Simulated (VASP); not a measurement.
Write the native input for VASP 6.6.1 that does the following.

| Quantity | Value |
| --- | --- |
| Task | single point |
| Functional | PBE |
| Potentials or basis | VASP PAW PBE potentials, release 64 (B, N) |
| Cutoff | 600 eV |
| k mesh | 4 × 4 × 4 |
| Occupations | gaussian, width 0.01 eV |
| Spin | no spin polarisation |
| Dipole correction | no |
| Further INCAR settings | ALGO = Normal; EDIFF = 1e-06; NBANDS = 11 |

The structure of BN lies in POSCAR:

```
BN
1.0
    0.0000000000      1.8075000000      1.8075000000
    1.8075000000      0.0000000000      1.8075000000
    1.8075000000      1.8075000000      0.0000000000
B N
1 1
Direct
    0.0000000000      0.0000000000      0.0000000000
    0.7500000000      0.7500000000      0.7500000000
```

One way to write it, as run:

INCAR

```
SYSTEM = BN
PREC     = Accurate       ! precision mode
ENCUT    = 600            ! plane-wave cutoff, eV
EDIFF    = 1E-6           ! SCF threshold, eV
ISMEAR   = 0              ! smearing method
SIGMA    = 0.01           ! smearing width, eV
LREAL    = .False.        ! projectors in reciprocal space
LASPH    = .True.         ! aspherical terms in the spheres
NELM     = 120            ! most SCF steps
ALGO     = Normal         ! electronic algorithm
ISIF     = 2              ! what is computed and relaxed
LWAVE    = .False.        ! write WAVECAR
LCHARG   = .False.        ! write CHGCAR
GGA      = PE             ! functional
NBANDS   = 11             ! bands
GGA_COMPAT= .False.
```

KPOINTS

```
Automatic mesh
0
Gamma
  4 4 4
  0 0 0
```

Potentials or basis: VASP PAW PBE potentials, release 64 (B, N).

Command:

```console
$ cat potpaw_PBE.64/B/POTCAR potpaw_PBE.64/N/POTCAR > POTCAR
$ mpirun -np 1 vasp_std > vasp.out
```

Results of the run:

| Property | Result |
| --- | --- |
| Pressure | 3.7 GPa |
| Band gap on the k mesh | 4.44 eV (least direct gap 8.79 eV) |

Caveat: the k points lie up to 0.75 Å⁻¹ apart.

It took 1.7 s on 1 thread of AMD EPYC 7R13 Processor (Zen 3) (shared host), peak memory 0.08 GiB.
